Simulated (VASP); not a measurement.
Here is a VASP 6.6.1 calculation.

INCAR

```
SYSTEM = Sn
PREC     = Accurate       ! precision mode
ENCUT    = 520            ! plane-wave cutoff, eV
EDIFF    = 1E-6           ! SCF threshold, eV
ISMEAR   = -1             ! smearing method
SIGMA    = 0.05           ! smearing width, eV
LREAL    = .FALSE.        ! projectors in reciprocal space
LASPH    = .TRUE.         ! aspherical terms in the spheres
NELM     = 100            ! most SCF steps
ALGO     = Normal         ! electronic algorithm
ISIF     = 2              ! what is computed and relaxed
LWAVE    = .FALSE.        ! write WAVECAR
LCHARG   = .TRUE.         ! write CHGCAR
GGA      = PS             ! functional
LELF     = .TRUE.         ! ELF
LVHAR    = .TRUE.       
NBANDS   = 13             ! bands
```

KPOINTS

```
Automatic mesh
0
G
  7 7 8
  0 0 0
```

Contents of POSCAR:

```
Sn
1.0
   -1.5849495777      1.7441833001      2.2880937491
    1.7195744521     -1.6911619647      2.3472348508
    1.6220275743      1.7272116808     -2.2478310782
Sn
1
Direct
    0.0000000000      0.0000000000      0.0000000000
```

Potentials or basis: VASP PAW PBE potentials, release 64 (Sn_d).

Run with:

```bash
$ cat potpaw_PBE.64/Sn_d/POTCAR > POTCAR
$ mpirun -np 1 vasp_std > vasp.out
```

(1) Predict the pressure.

(2) Estimate the band gap on the k mesh.

Results:

(1) -0.7 GPa.

(2) zero (band 7 reaches 15.23 eV, above the bottom of band 8 at 6.21 eV).

Caveat: the PAW data sets were made with another functional, which shifts forces and pressure a little; spin-orbit coupling is left out, which moves the levels of the heavy elements.
